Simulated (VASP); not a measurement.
# PtO3H6 (Pt(H2O)3) in VASP: notebook

The runs below take PtO3H6 (Pt(H2O)3) through single point, with PBE.

Everything below comes from runs of VASP 6.6.1. Logs are shortened: lines on timing, memory, paths and dates and some standing lists are left out, and cuts for length are marked.

### Step 1. The cell of the first run

The cell holds a molecule in a box, 10 atoms: a = 12.950 Å, b = 13.490 Å, c = 10.530 Å, α = 90.00°, β = 90.00°, γ = 90.00°.

### Step 2. Single point, PBE

Input file INCAR:

```
PREC = Accurate ; ENCUT = 520
EDIFF = 1E-6 ; ISMEAR = 0
SIGMA = 0.01 ; LREAL = False
LASPH = True ; NELM = 60
ALGO = Normal ; ISIF = 2
LWAVE = False ; LCHARG = False
GGA = PE ; NBANDS = 28
```

Input file KPOINTS:

```
regular mesh
0
Gamma
  1 1 1
```

Input file POSCAR:

```
H6PtO3
1.0
   12.9500000000      0.0000000000      0.0000000000
    0.0000000000     13.4900000000      0.0000000000
    0.0000000000      0.0000000000     10.5300000000
Pt O H
1 3 6
Direct
    0.4627768300      0.4974069700      0.4999211800
    0.6470432400      0.5186782800      0.4999211800
    0.3514548300      0.6399621900      0.4999211800
    0.3898339800      0.3335804300      0.4999211800
    0.6525274100      0.4747813200      0.5724928800
    0.6525274100      0.4747813200      0.4273504300
    0.3883135100      0.6664707200      0.5724928800
    0.3883135100      0.6664707200      0.4273504300
    0.3474903500      0.3509696100      0.5724928800
    0.3474903500      0.3509696100      0.4273504300
```

Potentials or basis: VASP PAW PBE potentials, release 64 (Pt, O, H).

Launch:

```console
$ cat potpaw_PBE.64/Pt/POTCAR potpaw_PBE.64/O/POTCAR potpaw_PBE.64/H/POTCAR > POTCAR
$ mpirun -np 1 vasp_gam > vasp.out
```

OUTCAR:

```text
PREC = Accurate
   ENCUT = 520
   EDIFF = 1E-6
   ISMEAR = 0
   LREAL = False
   LASPH = True
   NELM = 60
   ISIF = 2
   GGA = PE

 ion  position               nearest neighbor table
   1  0.463  0.497  0.500-   3 2.40   4 2.40   2 2.40
   2  0.647  0.519  0.500-   6 0.97   5 0.97   1 2.40
   3  0.351  0.640  0.500-   8 0.97   7 0.97   1 2.40
   4  0.390  0.334  0.500-  10 0.97   9 0.97   1 2.40
   5  0.653  0.475  0.572-   2 0.97
   6  0.653  0.475  0.427-   2 0.97
   7  0.388  0.666  0.572-   3 0.97
   8  0.388  0.666  0.427-   3 0.97
   9  0.347  0.351  0.572-   4 0.97
  10  0.347  0.351  0.427-   4 0.97

  LATTYP: Found a simple orthorhombic cell.
 ALAT       =    10.5300000000
 B/A-ratio  =     1.2298195632
 C/A-ratio  =     1.2811016144

  Lattice vectors:

 A1 = (   0.0000000000,   0.0000000000,  10.5300000000)
 A2 = (  12.9500000000,   0.0000000000,   0.0000000000)
 A3 = (   0.0000000000,  13.4900000000,   0.0000000000)

Analysis of symmetry for initial positions (statically):
=====================================================================
 Subroutine PRICEL returns:
 Original cell was already a primitive cell.

 Routine SETGRP: Setting up the symmetry group for a
 simple orthorhombic supercell.

 Subroutine GETGRP returns: Found  2 space group operations
 (whereof  1 operations were pure point group operations)
 out of a pool of  8 trial point group operations.

The static configuration has the point symmetry C_1 .
 The point group associated with its full space group is C_1h.

Analysis of symmetry for dynamics (positions and initial velocities):
=====================================================================
 Subroutine PRICEL returns:
 Original cell was already a primitive cell.

 Routine SETGRP: Setting up the symmetry group for a
 simple orthorhombic supercell.

 Subroutine GETGRP returns: Found  2 space group operations
 (whereof  1 operations were pure point group operations)
 out of a pool of  8 trial point group operations.

The dynamic configuration has the point symmetry C_1 .
 The point group associated with its full space group is C_1h.

 Subroutine INISYM returns: Found  2 space group operations
 (whereof  1 operations are pure point group operations),
 and found     1 'primitive' translations

----------------------------------------------------------------------------------------

                                     Primitive cell

  volume of cell :    1839.5436

  direct lattice vectors                    reciprocal lattice vectors
    12.950000000  0.000000000  0.000000000     0.077220077  0.000000000  0.000000000
     0.000000000 13.490000000  0.000000000     0.000000000  0.074128984  0.000000000
     0.000000000  0.000000000 10.530000000     0.000000000  0.000000000  0.094966762

  length of vectors
    12.950000000 13.490000000 10.530000000     0.077220077  0.074128984  0.094966762

  position of ions in fractional coordinates (direct lattice)
     0.462776830  0.497406970  0.499921180
     0.647043240  0.518678280  0.499921180
     0.351454830  0.639962190  0.499921180
     0.389833980  0.333580430  0.499921180
     0.652527410  0.474781320  0.572492880
     0.652527410  0.474781320  0.427350430
     0.388313510  0.666470720  0.572492880
     0.388313510  0.666470720  0.427350430
     0.347490350  0.350969610  0.572492880
     0.347490350  0.350969610  0.427350430

  ion indices of the primitive-cell ions
   primitive index   ion index
                 1           1
                 2           2
                 3           3
                 4           4
                 5           5
                 6           6
                 7           7
                 8           8
                 9           9
                10          10

----------------------------------------------------------------------------------------

 KPOINTS: regular mesh

Automatic generation of k-mesh.
 Grid dimensions read from file:
 generate k-points for:    1    1    1

 Generating k-lattice:

  Cartesian coordinates                     Fractional coordinates (reciprocal lattice)
     0.077220077  0.000000000  0.000000000     1.000000000  0.000000000  0.000000000
     0.000000000  0.074128984  0.000000000     0.000000000  1.000000000  0.000000000
     0.000000000  0.000000000  0.094966762     0.000000000  0.000000000  1.000000000

  Length of vectors
     0.077220077  0.074128984  0.094966762

  Shift w.r.t. Gamma in fractional coordinates (k-lattice)
     0.000000000  0.000000000  0.000000000

 Subroutine IBZKPT returns following result:
 ===========================================

 Found      1 irreducible k-points:

 Following reciprocal coordinates:
            Coordinates               Weight
  0.000000  0.000000  0.000000      1.000000
   k-points           NKPTS =      1   k-points in BZ     NKDIM =      1   number of bands    NBANDS=     28
   number of dos      NEDOS =    301   number of ions     NIONS =     10
   total plane-waves  NPLWV = 768000
   dimension x,y,z NGX =    96 NGY =  100 NGZ =   80
   dimension x,y,z NGXF=   192 NGYF=  200 NGZF=  160
   ions per type =               1   3   6
   NGX,Y,Z   is equivalent  to a cutoff of  12.32, 12.32, 12.63 a.u.
   NGXF,Y,Z  is equivalent  to a cutoff of  24.65, 24.65, 25.26 a.u.
 SYSTEM =  unknown system
   PREC   = accura    normal or accurate (medium, high low for compatibility)
   ISTART =      0    job   : 0-new  1-cont  2-samecut
   ICHARG =      2    charge: 1-file 2-atom 10-const
   ISPIN  =      1    spin polarized calculation?
   LNONCOLLINEAR =      F non collinear calculations
   LSORBIT =      F    spin-orbit coupling
   LASPH  =      T    aspherical Exc in radial PAW
   ENCUT  =  520.0 eV  38.22 Ry    6.18 a.u.  24.08 25.08 19.58*2*pi/ulx,y,z
   NELM   =     60;   NELMIN=  2; NELMDL= -5     # of ELM steps
   EDIFF  = 0.1E-05   stopping-criterion for ELM
   LREAL  =      F    real-space projection
   EDIFFG = 0.1E-04   stopping-criterion for IOM
   NSW    =      0    number of steps for IOM
   IBRION =     -1    ionic relax: 0-MD 1-quasi-New 2-CG
   NFREE  =      0    steps in history (QN), initial steepest desc. (CG)
   ISIF   =      2    stress and relaxation
   ISYM   =      2    0-nonsym 1-usesym 2-fastsym
   POTIM  = 0.5000    time-step for ionic-motion
   TEBEG  =    0.0;   TEEND  =   0.0 temperature during run
   PSTRESS=    0.0 pullay stress
   NELECT =      34.0000    total number of electrons
   NUPDOWN=      -1.0000    fix difference up-down
   EMIN   =  10.00;   EMAX   =-10.00  energy-range for DOS
   EFERMI =   0.00;   METHOD = LEGACY
   ISMEAR =     0;   SIGMA  =   0.01  broadening in eV -4-tet -1-fermi 0-gaus
   EFERMI_NEDOS =   21; number of points for ismear=-14 and -15
   IALGO  =     38    algorithm
   IMIX   =      4    mixing-type and parameters
     AMIX     =   0.40;   BMIX     =  1.00
     AMIX_MAG =   1.60;   BMIX_MAG =  1.00
  volume/ion in A,a.u.               =     183.95      1241.39
  Fermi-wavevector in a.u.,A,eV,Ry     =   0.432844  0.817956  2.549101  0.187354
  Thomas-Fermi vector in A             =   1.402877
   LORBIT       =      0    0 simple, 1 ext, 2 COOP (PROOUT), +10 PAW based schemes
   GGA     = PE    functional components
   LHFCALC =     F    Hartree Fock is set to
   AEXX    =    0.0000 exact exchange contribution
   IVDW    =     0    specifies the selected vdW correction
   LEPSILON=     F    determine dielectric tensor
   LRPA    =     F    only Hartree local field effects (RPA)
 non-spin polarized calculation
 Gauss-broadening in eV      SIGMA  =   0.01
  energy-cutoff  :      520.00
  volume of cell :     1839.54
 maximum number of plane-waves:     24731
   NGX = 49   NGY = 51   NGZ = 39

 number of electron      34.0000000 magnetization

 Free energy of the ion-electron system (eV)
  ---------------------------------------------------
  ext. energy  EPLUGINS =         0.00000000
  ---------------------------------------------------
  free energy    TOTEN  =       -44.40280176 eV

  energy without entropy =      -44.40280176  energy(sigma->0) =      -44.40280176

 E-fermi :  -3.0780     XC(G=0):  -1.0074

 val. band max:       -3.1544651681   @ k =   0.0000   0.0000   0.0000
 cond. band min:      -2.2979607321   @ k =   0.0000   0.0000   0.0000
 fundamental gap:      0.8565044360
 Fermi energy:        -3.0779913686

 k-point     1 :       0.0000    0.0000    0.0000
  band No.  band energies     occupation
      1     -25.8499      2.00000
      2     -25.8317      2.00000
      3     -25.8250      2.00000
      4     -13.4526      2.00000
      5     -13.4413      2.00000
      6     -13.4380      2.00000
      7      -9.8198      2.00000
      8      -9.8103      2.00000
      9      -9.7399      2.00000
     10      -8.6450      2.00000
     11      -8.2396      2.00000
     12      -8.2313      2.00000
     13      -3.7466      2.00000
     14      -3.6396      2.00000
     15      -3.6393      2.00000
     16      -3.1550      2.00000
     17      -3.1545      2.00000
     18      -2.2980      0.00000
     19      -0.6086      0.00000
     20      -0.6015      0.00000
     21      -0.1462      0.00000
     22      -0.1146      0.00000
     23       0.6391      0.00000
     24       0.7850      0.00000
     25       0.9585      0.00000
     26       1.0974      0.00000
     27       1.1074      0.00000
     28       1.1978      0.00000

------------------------ aborting loop because EDIFF is reached ----------------------------------------

  FORCE on cell =-STRESS in cart. coord.  units (eV):
  Direction    XX          YY          ZZ          XY          YZ          ZX
  --------------------------------------------------------------------------------------
  -------------------------------------------------------------------------------------
  Total       -0.0550589     -0.0485337      1.3873348      0.0011047      0.0000000      0.0000000
  in kB       -0.0479544     -0.0422711      1.2083194      0.0009621      0.0000000      0.0000000
  external PRESSURE =       0.3726980 kB  Pullay stress =       0.0000000 kB

 VOLUME and BASIS-vectors are now :
 -----------------------------------------------------------------------------
  energy-cutoff  :      520.00
  volume of cell :     1839.54
      direct lattice vectors                 reciprocal lattice vectors
    12.950000000  0.000000000  0.000000000     0.077220077  0.000000000  0.000000000
     0.000000000 13.490000000  0.000000000     0.000000000  0.074128984  0.000000000
     0.000000000  0.000000000 10.530000000     0.000000000  0.000000000  0.094966762

 POSITION                                       TOTAL-FORCE (eV/Angst)
 -----------------------------------------------------------------------------------
      5.99296      6.71002      5.26417        -0.001734      0.002779      0.000000
      8.37921      6.99697      5.26417        -0.035380      0.322773      0.000000
      4.55134      8.63309      5.26417        -0.260708     -0.196408      0.000000
      5.04835      4.50000      5.26417         0.295291     -0.141621      0.000000
      8.45023      6.40480      6.02835        -0.001949     -0.158215      0.345865
      8.45023      6.40480      4.50000        -0.001949     -0.158215     -0.345865
      5.02866      8.99069      6.02835         0.138694      0.079622      0.344861
      5.02866      8.99069      4.50000         0.138694      0.079622     -0.344861
      4.50000      4.73458      6.02835        -0.135479      0.084832      0.345200
      4.50000      4.73458      4.50000        -0.135479      0.084832     -0.345200
 -----------------------------------------------------------------------------------
    total drift:                                0.000086     -0.000857     -0.000620

  FREE ENERGIE OF THE ION-ELECTRON SYSTEM (eV)
  ---------------------------------------------------
  free  energy   TOTEN  =       -44.4028017581 eV

  energy  without entropy=      -44.4028017581  energy(sigma->0) =      -44.40280176
```

Wall time 2.6 min (1 thread of Intel Xeon Platinum 8488C (Sapphire Rapids), shared host); peak memory 1.2 GiB.

Results:

```yaml
Free_energy: -44.4028 eV
Largest_force: 0.380 eV/Å
Gap_between_the_frontier_levels: 0.86 eV
```

Forces in eV/Å, atoms in the order of the input:
```
Pt  -0.002  0.003  0.000
O   -0.035  0.323  0.000
O   -0.261 -0.196  0.000
O    0.295 -0.142  0.000
H   -0.002 -0.158  0.346
H   -0.002 -0.158 -0.346
H    0.139  0.080  0.345
H    0.139  0.080 -0.345
H   -0.135  0.085  0.345
H   -0.135  0.085 -0.345
```

Caveat: spin-orbit coupling is left out, which moves the levels of the heavy elements.

### Step 3. Single point, PBE

Input file INCAR:

```
PREC = Accurate ; ENCUT = 520
EDIFF = 1E-6 ; ISMEAR = 0
SIGMA = 0.01 ; LREAL = False
LASPH = True ; NELM = 120
ALGO = Normal ; ISIF = 2
LWAVE = False ; LCHARG = False
GGA = PE ; NBANDS = 32
GGA_COMPAT = False ; NELMDL = -8
```

KPOINTS is that of step 2.

POSCAR is that of step 2.

Potentials or basis: VASP PAW PBE potentials, release 64 (Pt_sv_GW, O, H).

Launch:

```console
$ cat potpaw_PBE.64/Pt_sv_GW/POTCAR potpaw_PBE.64/O/POTCAR potpaw_PBE.64/H/POTCAR > POTCAR
$ mpirun -np 1 vasp_gam > vasp.out
```

It took 2.6 min on 1 thread of Intel Xeon Platinum 8488C (Sapphire Rapids), shared host; peak memory 1.3 GiB.

Results (log left out):

* Free energy: -44.3807 eV
* Largest force: 0.380 eV/Å
* Gap between the frontier levels: 0.87 eV

Forces in eV/Å, atoms in the order of the input:
```
Pt  -0.001  0.003  0.000
O   -0.030  0.321  0.000
O   -0.262 -0.191  0.000
O    0.292 -0.145  0.000
H   -0.002 -0.157  0.345
H   -0.002 -0.157 -0.345
H    0.138  0.079  0.344
H    0.138  0.079 -0.344
H   -0.135  0.084  0.345
H   -0.135  0.084 -0.345
```

Levels at points of the mesh, in eV from the valence-band top:
| k point | band 18 | band 19 | band 20 | band 21 | band 22 | band 23 | band 24 | band 25 |
| --- | --- | --- | --- | --- | --- | --- | --- | --- |
| (0.00, 0.00, 0.00) | -0.48 | -0.48 | 0.00 | 0.00 | 0.87 | 2.56 | 2.56 | 3.02 |

Caveat: spin-orbit coupling is left out, which moves the levels of the heavy elements.

### Step 4. Single point, PBE, non-collinear spin, zero start, spin-orbit coupling

Input file INCAR:

```
SYSTEM = H6PtO3
PREC = Accurate ; ENCUT = 520
EDIFF = 1E-6 ; ISMEAR = 0
SIGMA = 0.01 ; LREAL = .FALSE.
LASPH = .TRUE. ; NELM = 150
ALGO = Normal ; ISIF = 2
LWAVE = .FALSE. ; LCHARG = .TRUE.
LNONCOLLINEAR = .TRUE. ; MAGMOM = 0 0 0 0 0 0 0 0 0 0 0 0 0 0 0 0 0 0 0 0 0 0 0 0 0 0 0 0 0 0
LORBIT = 11 ; LSORBIT = .TRUE.
GGA_COMPAT = .FALSE. ; LORBMOM = .TRUE.
LMAXMIX = 4 ; GGA = PE
LVHAR = .TRUE. ; NBANDS = 54
```

Input file KPOINTS:

```
Automatic mesh
0
G
  1 1 1
  0 0 0
```

POSCAR is that of step 3.

Potentials or basis: VASP PAW PBE potentials, release 64 (Pt, O, H).

Launch:

```console
$ cat potpaw_PBE.64/Pt/POTCAR potpaw_PBE.64/O/POTCAR potpaw_PBE.64/H/POTCAR > POTCAR
$ mpirun -np 1 vasp_ncl > vasp.out
```

Wall time 31 min (1 thread of Intel Xeon Platinum 8488C (Sapphire Rapids), shared host); peak memory 4.2 GiB.

It converged, with:

```
Free energy                                           : -44.7113 eV
Largest force                                         : 0.397 eV/Å
Net moment                                            : 0.00 μB per cell
Valence electrons inside the program's atomic spheres : Pt 8.94; O 5.16; H 0.75
```

Forces in eV/Å, atoms in the order of the input:
```
Pt  -0.002  0.003  0.000
O   -0.030  0.351  0.000
O   -0.288 -0.206  0.000
O    0.317 -0.160  0.000
H    0.007 -0.173  0.357
H    0.007 -0.173 -0.357
H    0.147  0.095  0.356
H    0.147  0.095 -0.356
H   -0.153  0.084  0.357
H   -0.153  0.084 -0.357
```

Moments on the atoms (μB; x, y, z):
```
Pt  0.00 0.00 0.00
O   0.00 0.00 0.00
O   0.00 0.00 0.00
O   0.00 0.00 0.00
H   0.00 0.00 0.00
H   0.00 0.00 0.00
H   0.00 0.00 0.00
H   0.00 0.00 0.00
H   0.00 0.00 0.00
H   0.00 0.00 0.00
```

### Step 5. Summary

| potentials or basis | spin | second run | gap on the mesh (eV) | largest force (eV/Å) |
| --- | --- | --- | --- | --- |
| VASP PAW PBE potentials, release 64 (Pt, O, H) | off | - | 0.86 | 0.38 |
| VASP PAW PBE potentials, release 64 (Pt_sv_GW, O, H) | off | valence_matched | 0.87 | 0.38 |
| VASP PAW PBE potentials, release 64 (Pt, O, H) | non-collinear, zero start, SOC | - | - | 0.40 |

Alike in all rows: task single point; level PBE; cell as given; k mesh 1 × 1 × 1; cutoff (eV) 520; smearing gaussian 0.01 eV.

Caveats: spin-orbit coupling is left out, which moves the levels of the heavy elements (some runs).

Absolute energies hang on the potentials; compare differences alone.
